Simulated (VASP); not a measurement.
# Al2Ga2S5 (R3m) in VASP: further runs

Aim: see how the results for Al2Ga2S5 move with the level of theory and the settings. Levels: PBE, LDA. Tasks: single point.

Everything below comes from runs of VASP 6.6.1. Logs are shortened: lines on timing, memory, paths and dates and some standing lists are left out, and cuts for length are marked.

## (1) The cell of the first run

Symmetry: R3m, No. 160, trigonal system. Conventional cell: a = 3.778 Å, b = 3.778 Å, c = 45.407 Å, α = 90.00°, β = 90.00°, γ = 120.00°. S (site symmetry 3m) has 3 Al at 2.35 Å within 3.1 Å. S (site symmetry 3m) has 1 Ga at 2.36 Å and 3 Al at 2.56 Å within 3.1 Å. S (site symmetry 3m) has 1 Ga at 2.41 Å and 3 Al at 2.54 Å within 3.2 Å. S (site symmetry 3m) has 3 Ga at 2.35 Å within 3.1 Å. Within 3.0 Å of S (site symmetry 3m) lie 3 Ga at 2.27 Å and 1 Al at 2.41 Å. Al (site symmetry 3m) has 6 S at 2.54 to 2.56 Å within 3.4 Å. Al (site symmetry 3m) has 4 S at 2.35 to 2.41 Å within 3.1 Å. Ga (site symmetry 3m) has 4 S at 2.35 to 2.41 Å within 3.1 Å.

## (2) Single point, PBE

File INCAR:

```
PREC = Accurate ; ENCUT = 520
EDIFF = 1E-7 ; ISMEAR = -1
SIGMA = 0.1 ; LREAL = False
LASPH = True ; NELM = 80
ALGO = Normal ; ISIF = 2
LWAVE = False ; LCHARG = False
GGA = PE ; NBANDS = 41
```

File KPOINTS:

```
Automatic mesh
0
Gamma
  6 6 6
```

File POSCAR:

```
Al2Ga2S5
1.0
    3.7782110000      0.0000000000      0.0000000000
   -1.8891060000      3.2720290000      0.0000000000
   -1.8891060000      1.0906760000     15.1357400000
S Al Ga
5 2 2
Direct
    0.6070000000      0.3930000000      0.8210000000
    0.4690000000      0.5310000000      0.4070000000
    0.7440000000      0.2560000000      0.2320000000
    0.0050000000      0.9950000000      0.0150000000
    0.8680000000      0.1320000000      0.6040000000
    0.1060000000      0.8940000000      0.3180000000
    0.9210000000      0.0790000000      0.7630000000
    0.6910000000      0.3090000000      0.0730000000
    0.5210000000      0.4790000000      0.5630000000
```

Potentials or basis: VASP PAW PBE potentials, release 64 (S, Al, Ga_d).

Command:

```console
$ cat potpaw_PBE.64/S/POTCAR potpaw_PBE.64/Al/POTCAR potpaw_PBE.64/Ga_d/POTCAR > POTCAR
$ mpirun -np 1 vasp_std > vasp.out
```

OUTCAR:

```text
PREC = Accurate
   ENCUT = 520
   EDIFF = 1E-7
   ISMEAR = -1
   LREAL = False
   LASPH = True
   NELM = 80
   ISIF = 2
   GGA = PE

 ion  position               nearest neighbor table
   1  0.607  0.393  0.821-   7 2.35   7 2.35   7 2.35
   2  0.469  0.531  0.407-   9 2.36   6 2.56   6 2.56   6 2.56
   3  0.744  0.256  0.232-   8 2.41   6 2.54   6 2.54   6 2.54
   4  0.005  0.995  0.015-   8 2.35   8 2.35   8 2.35
   5  0.868  0.132  0.604-   9 2.27   9 2.27   9 2.27   7 2.41
   6  0.106  0.894  0.318-   3 2.54   3 2.54   3 2.54   2 2.56   2 2.56   2 2.56
   7  0.921  0.079  0.763-   1 2.35   1 2.35   1 2.35   5 2.41
   8  0.691  0.309  0.073-   4 2.35   4 2.35   4 2.35   3 2.41
   9  0.521  0.479  0.563-   5 2.27   5 2.27   5 2.27   2 2.36

  LATTYP: Found a trigonal (rhomboedric) cell.
 ALAT       =    15.2921195707
 COS(alpha) =     0.9694783815

  Lattice vectors:

 A1 = (  -1.8891060000,   1.0906760000,  15.1357400000)
 A2 = (  -0.0000000000,  -2.1813530000,  15.1357400000)
 A3 = (   1.8891050000,   1.0906760000,  15.1357400000)

Analysis of symmetry for initial positions (statically):
=====================================================================
 Subroutine PRICEL returns:
 Original cell was already a primitive cell.

 Routine SETGRP: Setting up the symmetry group for a
 trigonal (rhombohedral) supercell.

 Subroutine GETGRP returns: Found  6 space group operations
 (whereof  6 operations were pure point group operations)
 out of a pool of 12 trial point group operations.

The static configuration has the point symmetry C_3v.

Analysis of symmetry for dynamics (positions and initial velocities):
=====================================================================
 Subroutine PRICEL returns:
 Original cell was already a primitive cell.

 Routine SETGRP: Setting up the symmetry group for a
 trigonal (rhombohedral) supercell.

 Subroutine GETGRP returns: Found  6 space group operations
 (whereof  6 operations were pure point group operations)
 out of a pool of 12 trial point group operations.

The dynamic configuration has the point symmetry C_3v.

 Subroutine INISYM returns: Found  6 space group operations
 (whereof  6 operations are pure point group operations),
 and found     1 'primitive' translations

----------------------------------------------------------------------------------------

                                     Primitive cell

  volume of cell :     187.1143

  direct lattice vectors                    reciprocal lattice vectors
     3.778211000  0.000000000  0.000000000     0.264675530  0.152810422  0.022022939
    -1.889106000  3.272029000  0.000000000     0.000000000  0.305620763 -0.022022923
    -1.889106000  1.090676000 15.135740000     0.000000000  0.000000000  0.066068788

  length of vectors
     3.778211000  3.778213236 15.292119571     0.306413399  0.306413218  0.066068788

  position of ions in fractional coordinates (direct lattice)
     0.607000000  0.393000000  0.821000000
     0.469000000  0.531000000  0.407000000
     0.744000000  0.256000000  0.232000000
     0.005000000  0.995000000  0.015000000
     0.868000000  0.132000000  0.604000000
     0.106000000  0.894000000  0.318000000
     0.921000000  0.079000000  0.763000000
     0.691000000  0.309000000  0.073000000
     0.521000000  0.479000000  0.563000000

  ion indices of the primitive-cell ions
   primitive index   ion index
                 1           1
                 2           2
                 3           3
                 4           4
                 5           5
                 6           6
                 7           7
                 8           8
                 9           9

----------------------------------------------------------------------------------------

 KPOINTS: Automatic mesh

Automatic generation of k-mesh.
 Grid dimensions read from file:
 generate k-points for:    6    6    6

 Generating k-lattice:

  Cartesian coordinates                     Fractional coordinates (reciprocal lattice)
     0.044112588  0.025468404  0.003670490     0.166666667  0.000000000  0.000000000
     0.000000000  0.050936794 -0.003670487     0.000000000  0.166666667 -0.000000000
     0.000000000  0.000000000  0.011011465     0.000000000  0.000000000  0.166666667

  Length of vectors
     0.051068900  0.051068870  0.011011465

  Shift w.r.t. Gamma in fractional coordinates (k-lattice)
     0.000000000  0.000000000  0.000000000

 Subroutine IBZKPT returns following result:
 ===========================================

 Found     32 irreducible k-points:

 Following reciprocal coordinates:
            Coordinates               Weight
  0.000000  0.000000  0.000000      1.000000
  0.166667  0.000000  0.000000      6.000000
  0.333333  0.000000 -0.000000      6.000000
  0.500000  0.000000  0.000000      3.000000
  0.166667  0.166667 -0.000000      6.000000
  0.333333  0.166667  0.000000     12.000000
[... 16 lines left out ...]
  0.500000  0.500000  0.166667      6.000000
  0.166667 -0.333333  0.166667     12.000000
 [... further k-points ...]
   k-points           NKPTS =     32   k-points in BZ     NKDIM =     32   number of bands    NBANDS=     41
   number of dos      NEDOS =    301   number of ions     NIONS =      9
   total plane-waves  NPLWV =  94080
   dimension x,y,z NGX =    28 NGY =   28 NGZ =  120
   dimension x,y,z NGXF=    56 NGYF=   56 NGZF=  240
   ions per type =               5   2   2
   NGX,Y,Z   is equivalent  to a cutoff of  12.32, 12.32, 13.05 a.u.
   NGXF,Y,Z  is equivalent  to a cutoff of  24.64, 24.64, 26.09 a.u.
 SYSTEM =  unknown system
   PREC   = accura    normal or accurate (medium, high low for compatibility)
   ISTART =      0    job   : 0-new  1-cont  2-samecut
   ICHARG =      2    charge: 1-file 2-atom 10-const
   ISPIN  =      1    spin polarized calculation?
   LNONCOLLINEAR =      F non collinear calculations
   LSORBIT =      F    spin-orbit coupling
   LASPH  =      T    aspherical Exc in radial PAW
   ENCUT  =  520.0 eV  38.22 Ry    6.18 a.u.   7.02  7.02 28.43*2*pi/ulx,y,z
   NELM   =     80;   NELMIN=  2; NELMDL= -5     # of ELM steps
   EDIFF  = 0.1E-06   stopping-criterion for ELM
   LREAL  =      F    real-space projection
   EDIFFG = 0.1E-05   stopping-criterion for IOM
   NSW    =      0    number of steps for IOM
   IBRION =     -1    ionic relax: 0-MD 1-quasi-New 2-CG
   NFREE  =      0    steps in history (QN), initial steepest desc. (CG)
   ISIF   =      2    stress and relaxation
   ISYM   =      2    0-nonsym 1-usesym 2-fastsym
   POTIM  = 0.5000    time-step for ionic-motion
   TEBEG  =    0.0;   TEEND  =   0.0 temperature during run
   PSTRESS=    0.0 pullay stress
   NELECT =      62.0000    total number of electrons
   NUPDOWN=      -1.0000    fix difference up-down
   EMIN   =  10.00;   EMAX   =-10.00  energy-range for DOS
   EFERMI =   0.00;   METHOD = LEGACY
   ISMEAR =    -1;   SIGMA  =   0.10  broadening in eV -4-tet -1-fermi 0-gaus
   EFERMI_NEDOS =   21; number of points for ismear=-14 and -15
   IALGO  =     38    algorithm
   IMIX   =      4    mixing-type and parameters
     AMIX     =   0.40;   BMIX     =  1.00
     AMIX_MAG =   1.60;   BMIX_MAG =  1.00
  volume/ion in A,a.u.               =      20.79       140.30
  Fermi-wavevector in a.u.,A,eV,Ry     =   1.132843  2.140763 17.460809  1.283333
  Thomas-Fermi vector in A             =   2.269545
   LORBIT       =      0    0 simple, 1 ext, 2 COOP (PROOUT), +10 PAW based schemes
   GGA     = PE    functional components
   LHFCALC =     F    Hartree Fock is set to
   AEXX    =    0.0000 exact exchange contribution
   IVDW    =     0    specifies the selected vdW correction
   LEPSILON=     F    determine dielectric tensor
   LRPA    =     F    only Hartree local field effects (RPA)
 non-spin polarized calculation
  energy-cutoff  :      520.00
  volume of cell :      187.11
 maximum number of plane-waves:      5066
   NGX = 15   NGY = 15   NGZ = 57

 number of electron      62.0000004 magnetization

 Free energy of the ion-electron system (eV)
  ---------------------------------------------------
  ext. energy  EPLUGINS =         0.00000000
  ---------------------------------------------------
  free energy    TOTEN  =       -38.82206219 eV

  energy without entropy =      -38.68101720  energy(sigma->0) =      -38.75153970

 E-fermi :   6.4122     XC(G=0):  -9.4246

 val. band max:        6.3665178459   @ k =  -0.3333   0.0000   0.1667
 cond. band min:       6.4509005280   @ k =   0.5000   0.5000  -0.0000
 fundamental gap:      0.0843826821
 Fermi energy:         6.4122074992

 k-point     1 :       0.0000    0.0000    0.0000
  band No.  band energies     occupation
      1     -10.8396      2.00000
      2     -10.2494      2.00000
      3     -10.2494      2.00000
      4     -10.1996      2.00000
      5     -10.0789      2.00000
      6     -10.0789      2.00000
[... 33 lines left out ...]
     40       9.0824      0.00000
     41       9.2036      0.00000

 k-point     2 :       0.1667    0.0000    0.0000
  band No.  band energies     occupation
      1     -10.8079      2.00000
      2     -10.2434      2.00000
      3     -10.2320      2.00000
      4     -10.2201      2.00000
      5     -10.0909      2.00000
      6     -10.0792      2.00000
[... 33 lines left out ...]
     40       9.2651      0.00000
     41       9.5515      0.00000

 k-point     3 :       0.3333    0.0000   -0.0000
  band No.  band energies     occupation
      1     -10.7834      2.00000
      2     -10.2766      2.00000
      3     -10.2174      2.00000
      4     -10.1984      2.00000
      5     -10.1059      2.00000
      6     -10.0778      2.00000
[... 875 lines left out ...]
      2     -10.3029      2.00000
      3     -10.2041      2.00000
      4     -10.1826      2.00000
      5     -10.1123      2.00000
      6     -10.0757      2.00000
[... 33 lines left out ...]
     40      10.0757      0.00000
     41      10.3384      0.00000

 k-point    24 :       0.1667   -0.3333    0.1667
  band No.  band energies     occupation
      1     -10.7845      2.00000
      2     -10.2607      2.00000
      3     -10.2289      2.00000
      4     -10.2046      2.00000
      5     -10.1005      2.00000
      6     -10.0808      2.00000
[... 33 lines left out ...]
     40       9.4033      0.00000
     41       9.7034      0.00000

 [... further k-points ...]
[... 5 lines left out ...]
  --------------------------------------------------------------------------------------
  -------------------------------------------------------------------------------------
  Total        3.4132993      3.4133041     -1.7167803     -0.0000005      0.0000000      0.0000000
  in kB       29.2265764     29.2266174    -14.7000326     -0.0000045      0.0000003      0.0000003
  external PRESSURE =      14.5843870 kB  Pullay stress =       0.0000000 kB

 VOLUME and BASIS-vectors are now :
 -----------------------------------------------------------------------------
  energy-cutoff  :      520.00
  volume of cell :      187.11
      direct lattice vectors                 reciprocal lattice vectors
     3.778211000  0.000000000  0.000000000     0.264675530  0.152810422  0.022022939
    -1.889106000  3.272029000  0.000000000     0.000000000  0.305620763 -0.022022923
    -1.889106000  1.090676000 15.135740000     0.000000000  0.000000000  0.066068788

 POSITION                                       TOTAL-FORCE (eV/Angst)
 -----------------------------------------------------------------------------------
     -0.00000      2.18135     12.42644         0.000000      0.000000     -0.688428
     -0.00000      2.18135      6.16025         0.000000      0.000000     -0.802191
      1.88911      1.09068      3.51149        -0.000000     -0.000000      0.334918
     -1.88911      3.27203      0.22704        -0.000000     -0.000000      0.101518
      1.88911      1.09068      9.14199        -0.000000     -0.000000      1.715788
     -1.88911      3.27203      4.81317        -0.000000     -0.000000      0.051356
      1.88911      1.09068     11.54857        -0.000000     -0.000000      0.003471
      1.88911      1.09068      1.10491        -0.000000     -0.000000      0.269139
     -0.00000      2.18135      8.52142         0.000000      0.000000     -0.985571
 -----------------------------------------------------------------------------------
    total drift:                                0.000069      0.000077      0.000277

  FREE ENERGIE OF THE ION-ELECTRON SYSTEM (eV)
  ---------------------------------------------------
  free  energy   TOTEN  =       -38.8220621888 eV

  energy  without entropy=      -38.6810172022  energy(sigma->0) =      -38.75153970
```

It took 5.7 min on 1 thread of Intel Xeon Platinum 8259CL at 2.50GHz (Skylake/Cascade Lake), shared host; peak memory 0.4 GiB.

Results:

```yaml
Free_energy: -38.8221 eV
Pressure: 1.5 GPa
Largest_force: 1.716 eV/Å
Band_gap_on_the_k_mesh: zero (bands 31 and 32 overlap by 1.27 eV)
```

Forces on the atoms (eV/Å):
```
S    0.000  0.000 -0.688
S    0.000  0.000 -0.802
S    0.000  0.000  0.335
S    0.000  0.000  0.102
S    0.000  0.000  1.716
Al   0.000  0.000  0.051
Al   0.000  0.000  0.003
Ga   0.000  0.000  0.269
Ga   0.000  0.000 -0.986
```

Stress tensor (GPa, compression positive):
```
 2.92  0.00  0.00
 0.00  2.92  0.00
 0.00  0.00 -1.47
```

Caveat: forces of over 1 eV/Å act on the atoms, so gaps and moduli don't describe the material at rest.

## (3) Single point, LDA

File INCAR:

```
SYSTEM = Al2Ga2S5
  ALGO = Normal
  EDIFF = 1E-6
  ENCUT = 520
  GGA = CA
  ISIF = 2
  ISMEAR = -1
  LASPH = .TRUE.
  LCHARG = .FALSE.
  LREAL = .FALSE.
  LWAVE = .FALSE.
  NBANDS = 41
  NELM = 60
  PREC = Accurate
  SIGMA = 0.1
```

File KPOINTS:

```
k-points
0
G
  6 6 6
  0 0 0
```

POSCAR is that of step 2.

Potentials or basis: VASP PAW LDA potentials, release 64 (S, Al, Ga_d).

Command:

```console
$ cat potpaw_LDA.64/S/POTCAR potpaw_LDA.64/Al/POTCAR potpaw_LDA.64/Ga_d/POTCAR > POTCAR
$ mpirun -np 1 vasp_std > vasp.out
```

It took 4.6 min on 1 thread of Intel Xeon Platinum 8259CL at 2.50GHz (Skylake/Cascade Lake), shared host; peak memory 0.36 GiB.

The run converged. Its results:

* Free energy: -44.2876 eV
* Pressure: -2.9 GPa
* Largest force: 1.504 eV/Å
* Band gap on the k mesh: zero (bands 31 and 32 overlap by 1.30 eV)

Forces in eV/Å, atoms in the order of the input:
```
S    0.000  0.000 -0.761
S    0.000  0.000 -0.694
S    0.000  0.000  0.304
S    0.000  0.000  0.309
S    0.000  0.000  1.504
Al   0.000  0.000  0.036
Al   0.000  0.000  0.070
Ga   0.000  0.000  0.226
Ga   0.000  0.000 -0.994
```

Stress tensor (GPa, compression positive):
```
-1.45  0.00  0.00
 0.00 -1.45  0.00
 0.00  0.00 -5.79
```

Levels at points of the mesh, in eV from the Fermi level:
| k point | band 29 | band 30 | band 31 | band 32 | band 33 | band 34 |
| --- | --- | --- | --- | --- | --- | --- |
| (0.00, 0.00, 0.00) | -3.03 | -3.03 | -1.70 | -0.95 | -0.25 | 0.53 |
| (0.50, 0.00, 0.00) | -3.91 | -3.19 | -0.91 | -0.51 | -0.28 | 0.30 |
| (0.50, 0.50, 0.00) | -3.77 | -3.19 | -0.98 | -0.42 | -0.14 | 0.02 |
| (0.00, 0.00, 0.50) | -3.04 | -3.04 | -1.52 | -0.79 | -0.29 | 0.38 |

Caveat: forces of over 1 eV/Å act on the atoms, so gaps and moduli don't describe the material at rest.
